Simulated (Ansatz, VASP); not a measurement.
## MnCuAs: VASP beside Ansatz

```
Mn Cu As
1.0
     3.68140    0.00000    0.00000
     0.00000    3.68140    0.00000
     0.00000    0.00000    6.40666
Mn Cu As
2 2 2
Direct
  0.00000 0.50000 0.15048
  0.50000 0.00000 0.84952
  0.00000 0.00000 0.50000
  0.50000 0.50000 0.50000
  0.00000 0.50000 0.77303
  0.50000 0.00000 0.22697
```

Alike in both runs: functional PBE; k mesh 10 × 10 × 6; occupations gaussian, width 0.1 eV; collinear spin.

Ansatz relaxed the structure, and its values are those at the end. VASP's run is a single point on that final structure, the one shown.

|  | VASP | Ansatz |
| --- | --- | --- |
| version | VASP 6.6.1 | Ansatz 0.2.0 |
| potentials or method | VASP PAW PBE potentials, release 64 (Mn_pv, Cu, As), cutoff 600 eV | scalar-relativistic, plane waves, PAW |
| valence electrons in the cell | 58 | 98 |

Ansatz gave:

| Item | Value |
| --- | --- |
| gap on the k mesh at the Fermi level (eV) | none |
| pressure (GPa) | 0.0 |
| rms of the force components (eV/Å) | 0.000 |
| net moment per atom (μB) | 0.00 |
| size of the moment on the site where the two differ most (μB) | 3.27 |

Q: Which values does VASP return?

A: gap on the k mesh at the Fermi level (eV): none; pressure (GPa): 0.5; rms of the force components (eV/Å): 0.005; net moment per atom (μB): 0.00; size of the moment on the site where the two differ most (μB): 3.40.

Site moments also hang on the region over which each program counts them. A gap of «none» marks a metal or a gap that the smearing closes. With one functional, cell and mesh, what is left measures potentials, basis and numerics. VASP's potentials hold 58 valence electrons a cell and Ansatz's 98, so a difference there can come from the potentials and not from the codes.
